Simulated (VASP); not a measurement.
Tl3Cu, 4 atoms in the cell. Symmetry: Pm-3m, No. 221, cubic system. Conventional cell: a = 4.717 Å, b = 4.717 Å, c = 4.717 Å, α = 90.00°, β = 90.00°, γ = 90.00°. Within 4.4 Å of Tl (site symmetry 4/mmm) lie 8 Tl at 3.34 Å and 4 Cu at 3.34 Å. Cu (site symmetry m-3m) has 12 Tl at 3.34 Å within 4.4 Å. 

```yaml
Program: VASP 6.6.1
Task: single point
Functional: PBE
Potentials_or_basis: VASP PAW PBE potentials, release 64 (Tl_d, Cu)
Cutoff: 520 eV
k_mesh: 5 × 5 × 5
Occupations: fermi-dirac, width 0.1 eV
Spin: no spin polarisation
Dipole_correction: no
Further_INCAR_settings: ALGO = Normal; EDIFF = 1e-06; NBANDS = 33
```

Potentials or basis: VASP PAW PBE potentials, release 64 (Tl_d, Cu).

The run is started by

```console
$ cat potpaw_PBE.64/Tl_d/POTCAR potpaw_PBE.64/Cu/POTCAR > POTCAR
$ mpirun -np 1 vasp_std > vasp.out
```

Hardware: 1 thread of Intel(R) Xeon(R) 6975P-C (Granite Rapids) (shared host).

Estimate the wall time of this run.

It took 14 s on 1 thread of Intel(R) Xeon(R) 6975P-C (Granite Rapids), on a shared host, peak memory 0.21 GiB. Counts: scf iterations 15, k points 10.
